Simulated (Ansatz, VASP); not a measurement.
**One calculation of SiC, two programs**

```
CELL_PARAMETERS angstrom
0.00000 -2.16441 -2.26549
0.00000 2.16441 -2.26549
4.32882 0.00000 0.00000
ATOMIC_POSITIONS crystal
Si 0.50832 0.50832 0.50000
Si 0.99168 0.99168 0.00000
C 0.00563 0.49437 0.25000
C 0.49437 0.00563 0.75000
```

Change from the starting cell: mode 4 frozen in at -0.036 Å, normal strain along y +0.0467.

Alike in both runs: task single point; functional LDA; k mesh 10 × 10 × 6; occupations gaussian, width 0.05 eV; no spin polarisation.

|  | VASP | Ansatz |
| --- | --- | --- |
| version | VASP 6.6.1 | Ansatz 0.2.0 |
| potentials or method | VASP PAW LDA potentials, release 64 (Si, C), cutoff 600 eV | scalar-relativistic, plane waves, PAW |
| valence electrons in the cell | 16 | 16 |

|  | VASP | Ansatz | Ansatz less VASP |
| --- | --- | --- | --- |
| gap on the k mesh at the Fermi level (eV) | 1.08 | 1.09 | +0.013 |
| least direct gap on the mesh (eV) | 1.08 | 1.10 | +0.013 |
| pressure (GPa) | -9.5 | -9.7 | -0.22 |
| traceless stress, the component that is largest in VASP (GPa) | -8.64 | -8.64 | -0.001 |
| rms of the force components (eV/Å) | 0.211 | 0.211 | +0.0001 |

Ansatz warns that its potentials were made for another functional, while VASP's fit it. LDA's correlation is that of Perdew and Zunger in VASP and of Perdew and Wang (1992) in Ansatz. Atom by atom the forces differ by 0.000 eV/Å (rms over components).
